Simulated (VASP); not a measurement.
# I (Fm-3m) in VASP: notebook

I is run at these levels: LDA; tasks: single point, relaxation of cell and atoms.

Everything below comes from runs of VASP 6.6.1. Logs are shortened: lines on timing, memory, paths and dates and some standing lists are left out, and cuts for length are marked.

### 1 The cell of the first run

It takes space group Fm-3m (No. 225, cubic). Conventional cell: a = 3.702 Å, b = 3.702 Å, c = 3.702 Å, α = 90.00°, β = 90.00°, γ = 90.00°. Within 3.5 Å of I (site symmetry m-3m) lie 12 I at 2.62 Å.

### 2 Single point, LDA

Input file INCAR:

```
SYSTEM = I
PREC = Accurate
ENCUT = 520
EDIFF = 1E-7
ISMEAR = -1
SIGMA = 0.05
LREAL = .FALSE.
LASPH = .TRUE.
NELM = 100
ALGO = Normal
ISIF = 2
LWAVE = .FALSE.
LCHARG = .FALSE.
NBANDS = 10
```

Input file KPOINTS:

```
regular mesh
0
G
  17 17 17
  0 0 0
```

Input file POSCAR:

```
I
1.0
    0.0000000000      1.8508947221      1.8508947221
    1.8508947221      0.0000000000      1.8508947221
    1.8508947221      1.8508947221      0.0000000000
I
1
Direct
    0.0000000000      0.0000000000      0.0000000000
```

Potentials or basis: VASP PAW LDA potentials, release 64 (I).

Run with:

```sh
$ cat potpaw_LDA.64/I/POTCAR > POTCAR
$ mpirun -np 1 vasp_std > vasp.out
```

OUTCAR:

```text
SYSTEM = I
   PREC = Accurate
   ENCUT = 520
   EDIFF = 1E-7
   ISMEAR = -1
   LREAL = .FALSE.
   LASPH = .TRUE.
   NELM = 100
   ISIF = 2

 ion  position               nearest neighbor table
   1  0.000  0.000  0.000-

  LATTYP: Found a face centered cubic cell.
 ALAT       =     3.7017894442

  Lattice vectors:

 A1 = (   0.0000000000,   1.8508947221,   1.8508947221)
 A2 = (   1.8508947221,   0.0000000000,   1.8508947221)
 A3 = (   1.8508947221,   1.8508947221,   0.0000000000)

Analysis of symmetry for initial positions (statically):
=====================================================================
 Subroutine PRICEL returns:
 Original cell was already a primitive cell.

 Routine SETGRP: Setting up the symmetry group for a
 face centered cubic supercell.

 Subroutine GETGRP returns: Found 48 space group operations
 (whereof 48 operations were pure point group operations)
 out of a pool of 48 trial point group operations.

The static configuration has the point symmetry O_h .

Analysis of symmetry for dynamics (positions and initial velocities):
=====================================================================
 Subroutine PRICEL returns:
 Original cell was already a primitive cell.

 Routine SETGRP: Setting up the symmetry group for a
 face centered cubic supercell.

 Subroutine GETGRP returns: Found 48 space group operations
 (whereof 48 operations were pure point group operations)
 out of a pool of 48 trial point group operations.

The dynamic configuration has the point symmetry O_h .

 Subroutine INISYM returns: Found 48 space group operations
 (whereof 48 operations are pure point group operations),
 and found     1 'primitive' translations

----------------------------------------------------------------------------------------

                                     Primitive cell

  volume of cell :      12.6816

  direct lattice vectors                    reciprocal lattice vectors
     0.000000000  1.850894722  1.850894722    -0.270139622  0.270139622  0.270139622
     1.850894722  0.000000000  1.850894722     0.270139622 -0.270139622  0.270139622
     1.850894722  1.850894722  0.000000000     0.270139622  0.270139622 -0.270139622

  length of vectors
     2.617560419  2.617560419  2.617560419     0.467895550  0.467895550  0.467895550

  position of ions in fractional coordinates (direct lattice)
     0.000000000  0.000000000  0.000000000

  ion indices of the primitive-cell ions
   primitive index   ion index
[... 72 lines left out ...]
   NELM   =    100;   NELMIN=  2; NELMDL= -5     # of ELM steps
   EDIFF  = 0.1E-06   stopping-criterion for ELM
   LREAL  =      F    real-space projection
   EDIFFG = 0.1E-05   stopping-criterion for IOM
   NSW    =      0    number of steps for IOM
   IBRION =     -1    ionic relax: 0-MD 1-quasi-New 2-CG
   NFREE  =      0    steps in history (QN), initial steepest desc. (CG)
   ISIF   =      2    stress and relaxation
   ISYM   =      2    0-nonsym 1-usesym 2-fastsym
   POTIM  = 0.5000    time-step for ionic-motion
   TEBEG  =    0.0;   TEEND  =   0.0 temperature during run
   PSTRESS=    0.0 pullay stress
   NELECT =       7.0000    total number of electrons
   NUPDOWN=      -1.0000    fix difference up-down
   EMIN   =  10.00;   EMAX   =-10.00  energy-range for DOS
   EFERMI =   0.00;   METHOD = LEGACY
   ISMEAR =    -1;   SIGMA  =   0.05  broadening in eV -4-tet -1-fermi 0-gaus
   EFERMI_NEDOS =   21; number of points for ismear=-14 and -15
   IALGO  =     38    algorithm
   IMIX   =      4    mixing-type and parameters
     AMIX     =   0.40;   BMIX     =  1.00
     AMIX_MAG =   1.60;   BMIX_MAG =  1.00
  volume/ion in A,a.u.               =      12.68        85.58
  Fermi-wavevector in a.u.,A,eV,Ry     =   1.342917  2.537745 24.537096  1.803426
  Thomas-Fermi vector in A             =   2.471033
   LORBIT       =      0    0 simple, 1 ext, 2 COOP (PROOUT), +10 PAW based schemes
   GGA     = CA    functional components
   LHFCALC =     F    Hartree Fock is set to
   AEXX    =    0.0000 exact exchange contribution
   IVDW    =     0    specifies the selected vdW correction
   LEPSILON=     F    determine dielectric tensor
   LRPA    =     F    only Hartree local field effects (RPA)
 non-spin polarized calculation
  energy-cutoff  :      520.00
  volume of cell :       12.68
 maximum number of plane-waves:       351
   NGX =  9   NGY =  9   NGZ =  9

 number of electron       6.9999999 magnetization

 Free energy of the ion-electron system (eV)
  ---------------------------------------------------
  ext. energy  EPLUGINS =         0.00000000
  ---------------------------------------------------
  free energy    TOTEN  =         5.47858125 eV

  energy without entropy =        5.48103948  energy(sigma->0) =        5.47981036

 E-fermi :  25.2748     XC(G=0): -14.2063

 val. band max:       25.2476175497   @ k =   0.4118   0.1176   0.0000
 cond. band min:      25.3354806396   @ k =   0.3529   0.1176   0.0000
 fundamental gap:      0.0878630899
 Fermi energy:        25.2748016895

 k-point     1 :       0.0000    0.0000    0.0000
  band No.  band energies     occupation
      1      -1.0808      2.00000
      2      30.9559      0.00000
      3      30.9559      0.00000
      4      30.9559      0.00000
      5      31.5510      0.00000
      6      34.9026      0.00000
      7      34.9026      0.00000
      8      34.9026      0.00000
      9      41.0947      0.00000
     10      41.0947      0.00000
[... 287 lines left out ...]
 k-point    24 :      -0.1176    0.0588    0.0000
  band No.  band energies     occupation
      1      -0.2982      2.00000
      2      25.2042      1.60827
      3      27.4956      0.00000
      4      31.1270      0.00000
      5      32.0531      0.00000
      6      35.5780      0.00000
      7      36.7064      0.00000
      8      36.9733      0.00000
      9      38.0483      0.00000
     10      40.0488      0.00000

 [... further k-points ...]
[... 5 lines left out ...]
  --------------------------------------------------------------------------------------
  -------------------------------------------------------------------------------------
  Total       22.9958071     22.9958071     22.9958071     -0.0000000     -0.0000000     -0.0000000
  in kB     2905.2539011   2905.2539011   2905.2539011     -0.0000000     -0.0000000     -0.0000000
  external PRESSURE =    2905.2539011 kB  Pullay stress =       0.0000000 kB

 VOLUME and BASIS-vectors are now :
 -----------------------------------------------------------------------------
  energy-cutoff  :      520.00
  volume of cell :       12.68
      direct lattice vectors                 reciprocal lattice vectors
     0.000000000  1.850894722  1.850894722    -0.270139622  0.270139622  0.270139622
     1.850894722  0.000000000  1.850894722     0.270139622 -0.270139622  0.270139622
     1.850894722  1.850894722  0.000000000     0.270139622  0.270139622 -0.270139622

 POSITION                                       TOTAL-FORCE (eV/Angst)
 -----------------------------------------------------------------------------------
      0.00000      0.00000      0.00000         0.000000      0.000000      0.000000
 -----------------------------------------------------------------------------------
    total drift:                                0.000000      0.000000     -0.000000

  FREE ENERGIE OF THE ION-ELECTRON SYSTEM (eV)
  ---------------------------------------------------
  free  energy   TOTEN  =         5.4785812474 eV

  energy  without entropy=        5.4810394806  energy(sigma->0) =        5.47981036
```

OSZICAR:

```text
N       E                     dE             d eps       ncg     rms          rms(c)
DAV:   1     0.252585334922E+02    0.25259E+02   -0.31877E+03  3348   0.557E+02
DAV:   2     0.579414321051E+01   -0.19464E+02   -0.18887E+02  4612   0.103E+02
DAV:   3     0.536908613830E+01   -0.42506E+00   -0.42340E+00  4524   0.133E+01
DAV:   4     0.536772898634E+01   -0.13572E-02   -0.13569E-02  4468   0.784E-01
DAV:   5     0.536772371814E+01   -0.52682E-05   -0.52691E-05  4384   0.363E-02    0.303E+01
DAV:   6     0.544171284762E+01    0.73989E-01   -0.11417E-02  4382   0.619E-01    0.184E+01
DAV:   7     0.547819329976E+01    0.36480E-01   -0.20367E-02  4422   0.841E-01    0.259E-01
DAV:   8     0.547856718802E+01    0.37389E-03   -0.74657E-04  3904   0.169E-01    0.374E-02
DAV:   9     0.547858084263E+01    0.13655E-04   -0.37934E-05  4784   0.336E-02    0.554E-02
DAV:  10     0.547858009060E+01   -0.75204E-06   -0.36454E-07  4044   0.475E-03    0.281E-02
DAV:  11     0.547858124808E+01    0.11575E-05   -0.13143E-06  4226   0.616E-03    0.969E-04
DAV:  12     0.547858124736E+01   -0.72077E-09   -0.13477E-08  2460   0.952E-04
   1 F= 0.54785812E+01 E0= 0.54798104E+01  d E =-.245823E-02
```

It took 12 s on 1 thread of Intel Xeon Platinum 8375C at 2.90GHz (Ice Lake), shared host; peak memory 0.13 GiB.

Results:

```
Free energy : 5.4786 eV
Pressure    : 290.5 GPa
```

Levels at points of the mesh, in eV from the Fermi level:
```csv
k point,band 2,band 3,band 4,band 5,band 6,band 7
"(0.00, 0.00, 0.00)",5.68,5.68,5.68,6.28,9.63,9.63
```

Caveat: spin-orbit coupling is left out, which moves the levels of the heavy elements; an odd number of electrons without spin polarisation forces a metal; a magnetic or distorted state may lie lower.

### 3 Single point, LDA

Input file INCAR:

```
ALGO     = Normal         # electronic algorithm
EDIFF    = 1E-6           # SCF threshold, eV
ENCUT    = 520            # plane-wave cutoff, eV
GGA      = CA             # functional
ISIF     = 2              # what is computed and relaxed
ISMEAR   = -1             # smearing method
LASPH    = True           # aspherical terms in the spheres
LCHARG   = False          # write CHGCAR
LREAL    = False          # projectors in reciprocal space
LWAVE    = False          # write WAVECAR
NBANDS   = 10             # bands
NELM     = 80             # most SCF steps
PREC     = Accurate       # precision mode
SIGMA    = 0.05           # smearing width, eV
```

Input file KPOINTS:

```
k-points
0
Gamma
  17 17 17
```

POSCAR is that of step 2.

Potentials or basis: VASP PAW LDA potentials, release 64 (I).

Run with:

```sh
$ cat potpaw_LDA.64/I/POTCAR > POTCAR
$ mpirun -np 1 vasp_std > vasp.out
```

It took 11 s on 1 thread of Intel Xeon Platinum 8375C at 2.90GHz (Ice Lake), shared host; peak memory 0.13 GiB.

The run converged. Its results:

| Property | Result |
| --- | --- |
| Free energy | 5.4786 eV |
| Pressure | 290.5 GPa |

Levels at points of the mesh, in eV from the Fermi level:
```
           k point  band 1  band 2  band 3  band 4  band 5  band 6  band 7  band 8
(0.00, 0.00, 0.00)  -26.36    5.68    5.68    5.68    6.28    9.63    9.63    9.63
```

Caveat: spin-orbit coupling is left out, which moves the levels of the heavy elements; an odd number of electrons without spin polarisation forces a metal; a magnetic or distorted state may lie lower.

### 4 Relaxation of cell and atoms, LDA, target pressure 290 GPa, at which the enthalpy is minimised

This run uses another cell than the first one, of 12.63 Å³/atom, 0.996 times its volume.

Input file INCAR:

```
SYSTEM = I
PREC = Accurate
ENCUT = 600
EDIFF = 1E-6
ISMEAR = -1
SIGMA = 0.05
LREAL = .False.
LASPH = .True.
NELM = 60
ALGO = Normal
ISIF = 3
LWAVE = .False.
LCHARG = .False.
GGA = CA
IBRION = 2
NSW = 60
EDIFFG = -0.005
PSTRESS = 2900.0
```

Input file KPOINTS:

```
regular mesh
0
Gamma
  17 17 17
  0 0 0
```

Input file POSCAR:

```
I
1.0
    0.0000000000      1.8481856729      1.8481856729
    1.8481856729      0.0000000000      1.8481856729
    1.8481856729      1.8481856729      0.0000000000
I
1
Direct
    0.0000000000      0.0000000000      0.0000000000
```

Run with:

```sh
$ cat potpaw_LDA.64/I/POTCAR > POTCAR
$ mpirun -np 1 vasp_std > vasp.out
```

Wall time 21 s (1 thread of Intel Xeon Platinum 8375C at 2.90GHz (Ice Lake), shared host); peak memory 0.15 GiB.

The run converged. Its results:

- Free energy: 5.4668 eV
- Relaxed volume: 12.69 Å³/atom
- Relaxed cell: a = 2.618 Å, b = 2.618 Å, c = 2.618 Å, α = 60.00°, β = 60.00°, γ = 60.00°
- Space group after relaxing (to 0.05 Å): Fm-3m (No. 225)
- Energy change on relaxing (the enthalpy is what falls): -113.2 meV/atom
- Ionic steps: 4
- Pressure after relaxing: 290.0 GPa

Step by step:
```
step  energy change (eV)  largest force (eV/Å)  pressure (GPa)  volume (Å³)
   1              0.0000                0.0000          294.87        12.63
   2             -1.1962                0.0000          244.04        13.34
   3             -0.1163                0.0000          289.87        12.69
   4             -0.1132                0.0000          289.99        12.69
```

Final structure:
```
I
1.0
     0.00000    1.85121    1.85121
     1.85121    0.00000    1.85121
     1.85121    1.85121    0.00000
I
1
Direct
  0.00000 0.00000 0.00000
```

Levels at points of the mesh, in eV from the Fermi level:
| k point | band 1 | band 2 | band 3 | band 4 | band 5 | band 6 | band 7 |
| --- | --- | --- | --- | --- | --- | --- | --- |
| (0.00, 0.00, 0.00) | -26.35 | 5.68 | 5.68 | 5.68 | 6.28 | 9.63 | 9.63 |

Caveat: the cell is relaxed towards a set pressure, so the enthalpy falls and the energy may rise; spin-orbit coupling is left out, which moves the levels of the heavy elements; an odd number of electrons without spin polarisation forces a metal; a magnetic or distorted state may lie lower.

### 5 Relaxation of cell and atoms, LDA, target pressure 290 GPa, at which the enthalpy is minimised

Input file INCAR:

```
SYSTEM = I
  PREC = Accurate
  ENCUT = 600
  EDIFF = 1E-6
  ISMEAR = -1
  SIGMA = 0.05
  LREAL = .FALSE.
  LASPH = .TRUE.
  NELM = 80
  ALGO = Normal
  ISIF = 3
  LWAVE = .FALSE.
  LCHARG = .FALSE.
  GGA = CA
  IBRION = 2
  NSW = 32
  EDIFFG = -0.005
  PSTRESS = 2900.0
```

Input file KPOINTS:

```
Automatic mesh
0
G
  17 17 17
  0 0 0
```

Input file POSCAR:

```
I
1.0
    0.0000000000      1.8508947221      1.8508947221
    1.8508947221      0.0000000000      1.8508947221
    1.8508947221      1.8508947221      0.0000000000
I
1
Direct
    0.0000000000      0.0000000000      0.0000000000
```

Potentials or basis: VASP PAW LDA potentials, release 64 (I).

Run with:

```sh
$ cat potpaw_LDA.64/I/POTCAR > POTCAR
$ mpirun -np 1 vasp_std > vasp.out
```

OUTCAR:

```text
SYSTEM = I
   PREC = Accurate
   ENCUT = 600
   EDIFF = 1E-6
   ISMEAR = -1
   LREAL = .FALSE.
   LASPH = .TRUE.
   NELM = 80
   ISIF = 3
   GGA = CA
   IBRION = 2
   NSW = 32
   EDIFFG = -0.005
   PSTRESS = 2900.0

 ion  position               nearest neighbor table
   1  0.000  0.000  0.000-

  LATTYP: Found a face centered cubic cell.
 ALAT       =     3.7017894442

  Lattice vectors:

 A1 = (   0.0000000000,   1.8508947221,   1.8508947221)
 A2 = (   1.8508947221,   0.0000000000,   1.8508947221)
 A3 = (   1.8508947221,   1.8508947221,   0.0000000000)

Analysis of symmetry for initial positions (statically):
=====================================================================
[... 248 lines left out ...]
  ---------------------------------------------------
  ext. energy  EPLUGINS =         0.00000000
  ---------------------------------------------------
  free energy    TOTEN  =         5.46691733 eV

  energy without entropy =        5.46937660  energy(sigma->0) =        5.46814697

 E-fermi :  25.2594     XC(G=0): -14.2036

 val. band max:       25.2321237686   @ k =   0.4118   0.1176   0.0000
 cond. band min:      25.3199515156   @ k =   0.3529   0.1176   0.0000
 fundamental gap:      0.0878277470
 Fermi energy:        25.2594328170

 k-point     1 :       0.0000    0.0000    0.0000
  band No.  band energies     occupation
      1      -1.0860      2.00000
      2      30.9372      0.00000
      3      30.9372      0.00000
      4      30.9372      0.00000
      5      31.5405      0.00000
      6      34.8857      0.00000
      7      34.8857      0.00000
[... 221 lines left out ...]
 k-point    24 :      -0.1176    0.0588    0.0000
  band No.  band energies     occupation
      1      -0.3037      2.00000
      2      25.1890      1.60726
      3      27.4793      0.00000
      4      31.1074      0.00000
      5      32.0395      0.00000
      6      35.5607      0.00000
      7      36.6919      0.00000

 [... further k-points ...]
[... 5 lines left out ...]
  --------------------------------------------------------------------------------------
  -------------------------------------------------------------------------------------
  Total       22.9645441     22.9645441     22.9645441     -0.0000000      0.0000000      0.0000000
  in kB     2899.8556240   2899.8556240   2899.8556240     -0.0000000      0.0000000      0.0000000
  external PRESSURE =      -0.1443760 kB  Pullay stress =    2900.0000000 kB
[... 20 lines left out ...]
  energy  without entropy=        5.4693766035  energy(sigma->0) =        5.46814697

  enthalpy is  TOTEN    =        28.4326047408 eV   P V=       22.9656874058

 reached required accuracy - stopping structural energy minimisation
```

OSZICAR:

```text
N       E                     dE             d eps       ncg     rms          rms(c)
DAV:   1     0.291229052430E+02    0.29123E+02   -0.36246E+03  2310   0.916E+02
DAV:   2     0.570851428140E+01   -0.23414E+02   -0.22469E+02  3423   0.123E+02
DAV:   3     0.536830519587E+01   -0.34021E+00   -0.32810E+00  3206   0.165E+01
DAV:   4     0.536753680347E+01   -0.76839E-03   -0.76825E-03  3731   0.749E-01
[... 13 lines left out ...]
       N       E                     dE             d eps       ncg     rms          rms(c)
DAV:   1     0.546662190104E+01    0.11498E+00   -0.10026E-02  3031   0.650E-01    0.254E-01
DAV:   2     0.546682148405E+01    0.19958E-03   -0.20716E-04  2702   0.135E-01    0.116E-01
DAV:   3     0.546691717440E+01    0.95690E-04   -0.16690E-04  2828   0.845E-02    0.996E-02
DAV:   4     0.546691733499E+01    0.16060E-06   -0.97356E-07  3115   0.112E-02
   3 F= 0.28432605E+02 E0= 0.28433834E+02  d E =-.114554E-04
```

Run time: 14 s. Hardware: 1 thread of Intel Xeon Platinum 8375C at 2.90GHz (Ice Lake), shared host; peak memory 0.15 GiB.

Results:

```yaml
Free_energy: 5.4669 eV
Relaxed_volume: 12.69 Å³/atom
Relaxed_cell: a = 2.618 Å, b = 2.618 Å, c = 2.618 Å, α = 60.00°, β = 60.00°, γ = 60.00°
Space_group_after_relaxing_to_0.05_Å: Fm-3m (No. 225)
Energy_change_on_relaxing_the_enthalpy_is_what_falls: -11.5 meV/atom
Ionic_steps: 3
Pressure_after_relaxing: 290.0 GPa
```

Step by step:
| step | energy change (eV) | largest force (eV/Å) | pressure (GPa) | volume (Å³) |
| --- | --- | --- | --- | --- |
| 1 | 0.0000 | 0.0000 | 290.48 | 12.68 |
| 2 | -0.1268 | 0.0000 | 285.12 | 12.75 |
| 3 | -0.0115 | 0.0000 | 289.99 | 12.69 |

Final structure:
```
I
1.0
     0.00000    1.85120    1.85120
     1.85120    0.00000    1.85120
     1.85120    1.85120    0.00000
I
1
Cartesian
  0.0000 1.8512 1.8512
```

Caveat: the cell is relaxed towards a set pressure, so the enthalpy falls and the energy may rise; spin-orbit coupling is left out, which moves the levels of the heavy elements; an odd number of electrons without spin polarisation forces a metal; a magnetic or distorted state may lie lower.

### 6 The runs side by side

| task | cell | cutoff (eV) | gap on the mesh (eV) | pressure (GPa) |
| --- | --- | --- | --- | --- |
| single point | a = 2.618 Å, angles 60.0°, 1 atom | 520 | none | 290.5 |
| relaxation of cell and atoms | relaxed to 290 GPa from a = 2.614 Å, angles 60.0°, 1 atom | 600 | none | 290.0 |
| relaxation of cell and atoms | relaxed to 290 GPa from a = 2.618 Å, angles 60.0°, 1 atom | 600 | none | 290.0 |

Alike in all rows: level LDA; potentials or basis VASP PAW LDA potentials, release 64 (I); no spin polarisation; k mesh 17 × 17 × 17; smearing fermi-dirac 0.05 eV.

Caveats: spin-orbit coupling is left out, which moves the levels of the heavy elements; an odd number of electrons without spin polarisation forces a metal; a magnetic or distorted state may lie lower; the cell is relaxed towards a set pressure, so the enthalpy falls and the energy may rise (some runs).

Total energies depend on the potentials used, so only differences within one code and one set of settings carry meaning.
